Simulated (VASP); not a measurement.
# Pb: single point with LDA

Crystal: Pb.

```xyz
1
Lattice="-1.9343 1.9343 1.9343 1.9343 -1.9343 1.9343 1.9343 1.9343 -1.9343" Properties=species:S:1:pos:R:3 pbc="T T T"
Pb    0.0000    0.0000    0.0000
```

```json
{"Program": "VASP 6.6.1", "Task": "single point", "Functional": "LDA", "Potentials or basis": "VASP PAW LDA potentials, release 64 (Pb_d)", "Cutoff": "520 eV", "k mesh": "13 × 13 × 13", "Occupations": "fermi-dirac, width 0.1 eV", "Spin": "no spin polarisation"}
```

```json
{
  "Pressure": "0.0 GPa",
  "Band gap on the k mesh": "zero (band 7 reaches 15.53 eV, above the bottom of band 8 at 5.49 eV)"
}
```

Levels at points of the mesh, in eV from the Fermi level:
```tsv
k point	band 5	band 6	band 7	band 8	band 9	band 10
(0.00, 0.00, 0.00)	-16.83	-12.09	7.99	7.99	7.99	11.23
```

Wall time 16 s on 1 thread of Intel(R) Xeon(R) Platinum 8488C (Sapphire Rapids), on a shared host, peak memory 0.16 GiB.

Caveat: spin-orbit coupling is left out, which moves the levels of the heavy elements.
